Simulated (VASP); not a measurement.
# ZrB2 (P6/mmm) in VASP: notebook

Runs on ZrB2. Level: LDA. Tasks: electric field gradients.

All numbers are computed with VASP 6.6.1; they aren't measurements. Logs are shortened: lines on timing, memory, paths and dates and some standing lists are left out, and cuts for length are marked.

### 1 The cell of the first run

It takes space group P6/mmm (No. 191, hexagonal). Conventional cell: a = 3.122 Å, b = 3.122 Å, c = 3.472 Å, α = 90.00°, β = 90.00°, γ = 120.00°. Zr (site symmetry 6/mmm) has 12 B at 2.50 Å and 6 Zr at 3.12 Å within 3.3 Å. Within 2.4 Å of B (site symmetry -6m2) lie 3 B at 1.80 Å.

### 2 Electric field gradients, LDA (volume scaled by 0.96)

File INCAR:

```
SYSTEM = ZrB2
PREC = Accurate ; ENCUT = 520
EDIFF = 1E-8 ; ISMEAR = -1
SIGMA = 0.05 ; LREAL = .False.
LASPH = .True. ; NELM = 80
ALGO = Normal ; ISIF = 2
LWAVE = .False. ; LCHARG = .False.
LEFG = .True. ; NBANDS = 16
```

File KPOINTS:

```
regular mesh
0
Gamma
  12 12 9
  0 0 0
```

File POSCAR:

```
ZrB2
1.0
    3.1222243140      0.0000000000      0.0000000000
   -1.5611121570      2.7039255722      0.0000000000
    0.0000000000      0.0000000000      3.4724266007
Zr B
1 2
Direct
    0.0000000000      0.0000000000      0.0000000000
    0.3333333333      0.6666666667      0.5000000000
    0.6666666667      0.3333333333      0.5000000000
```

Potentials or basis: VASP PAW LDA potentials, release 64 (Zr_sv, B).

The run is started by

```sh
> cat potpaw_LDA.64/Zr_sv/POTCAR potpaw_LDA.64/B/POTCAR > POTCAR
> mpirun -np 1 vasp_std > vasp.out
```

OUTCAR:

```text
SYSTEM = ZrB2
   PREC = Accurate
   ENCUT = 520
   EDIFF = 1E-8
   ISMEAR = -1
   LREAL = .False.
   LASPH = .True.
   NELM = 80
   ISIF = 2

 ion  position               nearest neighbor table
   1  0.000  0.000  0.000-   2 2.50   3 2.50   2 2.50   3 2.50   2 2.50   2 2.50   3 2.50   3 2.50
                             3 2.50   3 2.50   2 2.50   2 2.50
   2  0.333  0.667  0.500-   3 1.80   3 1.80   3 1.80   1 2.50   1 2.50   1 2.50   1 2.50   1 2.50
                             1 2.50
   3  0.667  0.333  0.500-   2 1.80   2 1.80   2 1.80   1 2.50   1 2.50   1 2.50   1 2.50   1 2.50
                             1 2.50

  LATTYP: Found a hexagonal cell.
 ALAT       =     3.1222243140
 C/A-ratio  =     1.1121643583

  Lattice vectors:

 A1 = (   3.1222243140,   0.0000000000,   0.0000000000)
 A2 = (  -1.5611121570,   2.7039255722,   0.0000000000)
 A3 = (   0.0000000000,   0.0000000000,   3.4724266007)

Analysis of symmetry for initial positions (statically):
=====================================================================
 Subroutine PRICEL returns:
 Original cell was already a primitive cell.

 Routine SETGRP: Setting up the symmetry group for a
 hexagonal supercell.

 Subroutine GETGRP returns: Found 24 space group operations
 (whereof 24 operations were pure point group operations)
 out of a pool of 24 trial point group operations.

The static configuration has the point symmetry D_6h.

Analysis of symmetry for dynamics (positions and initial velocities):
=====================================================================
 Subroutine PRICEL returns:
 Original cell was already a primitive cell.

 Routine SETGRP: Setting up the symmetry group for a
 hexagonal supercell.

 Subroutine GETGRP returns: Found 24 space group operations
 (whereof 24 operations were pure point group operations)
 out of a pool of 24 trial point group operations.

The dynamic configuration has the point symmetry D_6h.

 Subroutine INISYM returns: Found 24 space group operations
 (whereof 24 operations are pure point group operations),
 and found     1 'primitive' translations

----------------------------------------------------------------------------------------

                                     Primitive cell

  volume of cell :      29.3151

  direct lattice vectors                    reciprocal lattice vectors
     3.122224314  0.000000000  0.000000000     0.320284483  0.184916332  0.000000000
    -1.561112157  2.703925572  0.000000000     0.000000000  0.369832665  0.000000000
     0.000000000  0.000000000  3.472426601     0.000000000  0.000000000  0.287983049

  length of vectors
     3.122224314  3.122224314  3.472426601     0.369832665  0.369832665  0.287983049

  position of ions in fractional coordinates (direct lattice)
     0.000000000  0.000000000  0.000000000
     0.333333333  0.666666667  0.500000000
     0.666666667  0.333333333  0.500000000

  ion indices of the primitive-cell ions
   primitive index   ion index
                 1           1
                 2           2
                 3           3

----------------------------------------------------------------------------------------

 KPOINTS: regular mesh

Automatic generation of k-mesh.
 Grid dimensions read from file:
 generate k-points for:   12   12    9

 Generating k-lattice:

  Cartesian coordinates                     Fractional coordinates (reciprocal lattice)
     0.026690374  0.015409694  0.000000000     0.083333333  0.000000000  0.000000000
     0.000000000  0.030819389  0.000000000     0.000000000  0.083333333  0.000000000
     0.000000000  0.000000000  0.031998117     0.000000000  0.000000000  0.111111111

  Length of vectors
     0.030819389  0.030819389  0.031998117

  Shift w.r.t. Gamma in fractional coordinates (k-lattice)
     0.000000000  0.000000000  0.000000000
[... 35 lines left out ...]
   total plane-waves  NPLWV =  16128
   dimension x,y,z NGX =    24 NGY =   24 NGZ =   28
   dimension x,y,z NGXF=    48 NGYF=   48 NGZF=   56
   ions per type =               1   2
   NGX,Y,Z   is equivalent  to a cutoff of  12.78, 12.78, 13.41 a.u.
   NGXF,Y,Z  is equivalent  to a cutoff of  25.56, 25.56, 26.81 a.u.
 SYSTEM =  ZrB2
   PREC   = accura    normal or accurate (medium, high low for compatibility)
   ISTART =      0    job   : 0-new  1-cont  2-samecut
   ICHARG =      2    charge: 1-file 2-atom 10-const
   ISPIN  =      1    spin polarized calculation?
   LNONCOLLINEAR =      F non collinear calculations
   LSORBIT =      F    spin-orbit coupling
   LASPH  =      T    aspherical Exc in radial PAW
   ENCUT  =  520.0 eV  38.22 Ry    6.18 a.u.   5.81  5.81  6.46*2*pi/ulx,y,z
   NELM   =     80;   NELMIN=  2; NELMDL= -5     # of ELM steps
   EDIFF  = 0.1E-07   stopping-criterion for ELM
   LREAL  =      F    real-space projection
   EDIFFG = 0.1E-06   stopping-criterion for IOM
   NSW    =      0    number of steps for IOM
   IBRION =     -1    ionic relax: 0-MD 1-quasi-New 2-CG
   NFREE  =      0    steps in history (QN), initial steepest desc. (CG)
   ISIF   =      2    stress and relaxation
   ISYM   =      2    0-nonsym 1-usesym 2-fastsym
   POTIM  = 0.5000    time-step for ionic-motion
   TEBEG  =    0.0;   TEEND  =   0.0 temperature during run
   PSTRESS=    0.0 pullay stress
   NELECT =      18.0000    total number of electrons
   NUPDOWN=      -1.0000    fix difference up-down
   EMIN   =  10.00;   EMAX   =-10.00  energy-range for DOS
   EFERMI =   0.00;   METHOD = LEGACY
   ISMEAR =    -1;   SIGMA  =   0.05  broadening in eV -4-tet -1-fermi 0-gaus
   EFERMI_NEDOS =   21; number of points for ismear=-14 and -15
   IALGO  =     38    algorithm
   IMIX   =      4    mixing-type and parameters
     AMIX     =   0.40;   BMIX     =  1.00
     AMIX_MAG =   1.60;   BMIX_MAG =  1.00
  volume/ion in A,a.u.               =       9.77        65.94
  Fermi-wavevector in a.u.,A,eV,Ry     =   1.391452  2.629464 26.342782  1.936140
  Thomas-Fermi vector in A             =   2.515290
   LORBIT       =      0    0 simple, 1 ext, 2 COOP (PROOUT), +10 PAW based schemes
   GGA     = CA    functional components
   LHFCALC =     F    Hartree Fock is set to
   AEXX    =    0.0000 exact exchange contribution
   IVDW    =     0    specifies the selected vdW correction
   LEPSILON=     F    determine dielectric tensor
   LRPA    =     F    only Hartree local field effects (RPA)
 non-spin polarized calculation
  energy-cutoff  :      520.00
  volume of cell :       29.32
 maximum number of plane-waves:       808
 NGX is ok and might be reduce to    24
   NGX = 11   NGY = 11   NGZ = 13

 number of electron      18.0000000 magnetization

 Free energy of the ion-electron system (eV)
  ---------------------------------------------------
  ext. energy  EPLUGINS =         0.00000000
  ---------------------------------------------------
  free energy    TOTEN  =       -27.48111444 eV

  energy without entropy =      -27.47925896  energy(sigma->0) =      -27.48018670

 E-fermi :  11.0753     XC(G=0): -12.8094

 val. band max:       11.0720701821   @ k =   0.1667   0.1667   0.1111
 cond. band min:      11.1436497498   @ k =   0.1667   0.1667   0.2222
 fundamental gap:      0.0715795676
 Fermi energy:        11.0752761282

 k-point     1 :       0.0000    0.0000    0.0000
  band No.  band energies     occupation
      1     -37.1907      2.00000
      2     -15.5626      2.00000
      3     -14.9237      2.00000
      4     -14.9237      2.00000
      5      -1.7681      2.00000
      6       8.2694      2.00000
[... 433 lines left out ...]
      3     -15.4518      2.00000
      4     -15.1090      2.00000
      5       0.3478      2.00000
      6       4.5127      2.00000
[... 8 lines left out ...]
     15      19.1038      0.00000
     16      22.1602      0.00000

 [... further k-points ...]

------------------------ aborting loop because EDIFF is reached ----------------------------------------

  FORCE on cell =-STRESS in cart. coord.  units (eV):
  Direction    XX          YY          ZZ          XY          YZ          ZX
  --------------------------------------------------------------------------------------
  -------------------------------------------------------------------------------------
  Total        0.6158379      0.6158379      0.7219478      0.0000000     -0.0000000      0.0000000
  in kB       33.6577490     33.6577490     39.4570394      0.0000000     -0.0000000      0.0000000
  external PRESSURE =      35.5908458 kB  Pullay stress =       0.0000000 kB

 VOLUME and BASIS-vectors are now :
 -----------------------------------------------------------------------------
  energy-cutoff  :      520.00
  volume of cell :       29.32
      direct lattice vectors                 reciprocal lattice vectors
     3.122224314  0.000000000  0.000000000     0.320284483  0.184916332  0.000000000
    -1.561112157  2.703925572  0.000000000     0.000000000  0.369832665  0.000000000
     0.000000000  0.000000000  3.472426601     0.000000000  0.000000000  0.287983049

 POSITION                                       TOTAL-FORCE (eV/Angst)
 -----------------------------------------------------------------------------------
      0.00000      0.00000      0.00000         0.000000      0.000000      0.000000
     -0.00000      1.80262      1.73621        -0.000000      0.000000      0.000000
      1.56111      0.90131      1.73621         0.000000      0.000000      0.000000
 -----------------------------------------------------------------------------------
    total drift:                               -0.000000      0.000000      0.000000

  FREE ENERGIE OF THE ION-ELECTRON SYSTEM (eV)
  ---------------------------------------------------
  free  energy   TOTEN  =       -27.4811144387 eV

  energy  without entropy=      -27.4792589592  energy(sigma->0) =      -27.48018670

 Electric field gradients (V/A^2)
---------------------------------------------------------------------
 ion       V_xx      V_yy      V_zz      V_xy      V_xz      V_yz
---------------------------------------------------------------------
   1     -22.709   -22.710    45.419    -0.000     0.000    -0.000
   2      -0.879    -0.879     1.757    -0.000     0.000    -0.000
   3      -0.879    -0.879     1.757    -0.000     0.000     0.000
---------------------------------------------------------------------

 Electric field gradients after diagonalization (V/A^2)
 (convention: |V_zz| > |V_xx| > |V_yy|)
----------------------------------------------------------------------
 ion       V_xx      V_yy      V_zz     asymmetry (V_yy - V_xx)/ V_zz
----------------------------------------------------------------------
   1     -22.710   -22.709    45.419       0.000
   2      -0.879    -0.879     1.757       0.000
   3      -0.879    -0.879     1.757       0.000
----------------------------------------------------------------------

           NMR quadrupolar parameters

 Cq : quadrupolar parameter    Cq=e*Q*V_zz/h
 eta: asymmetry parameters     (V_yy - V_xx)/ V_zz
 Q  : nuclear electric quadrupole moment in mb (millibarn)
----------------------------------------------------------------------
 ion       Cq(MHz)       eta       Q (mb)
----------------------------------------------------------------------
   1       0.110       0.000       1.000
   2       0.004       0.000       1.000
   3       0.004       0.000       1.000
----------------------------------------------------------------------
```

Run time: 29 s. Hardware: 1 thread of Intel Xeon Platinum 8259CL at 2.50GHz (Skylake/Cascade Lake), shared host; peak memory 0.16 GiB.

What came out:

* Free energy: -27.4811 eV
* Pressure: 3.6 GPa
* Band gap on the k mesh: zero (band 9 reaches 11.78 eV, above the bottom of band 10 at 10.45 eV)

Levels at points of the mesh, in eV from the Fermi level:
| k point | band 5 | band 6 | band 7 | band 8 | band 9 | band 10 | band 11 | band 12 | band 13 | band 14 |
| --- | --- | --- | --- | --- | --- | --- | --- | --- | --- | --- |
| (0.00, 0.00, 0.00) | -12.84 | -2.81 | -2.81 | -2.77 | -2.32 | 3.52 | 3.52 | 4.33 | 4.33 | 5.22 |
| (0.50, 0.00, 0.00) | -9.15 | -8.41 | -4.11 | -3.16 | -2.89 | 2.28 | 2.35 | 5.14 | 5.26 | 6.82 |

Electric field gradients, principal values (V/Å²):
```tsv
atom	least	middle	greatest (by size)
1 Zr	-22.709	-22.710	45.419
2 B	-0.879	-0.879	1.757
3 B	-0.879	-0.879	1.757
```

Caveat: without QUAD_EFG the Cq values of the log hold for a quadrupole moment of 1 mb, not for the nuclei.

(Continued in part 2 of 2.)
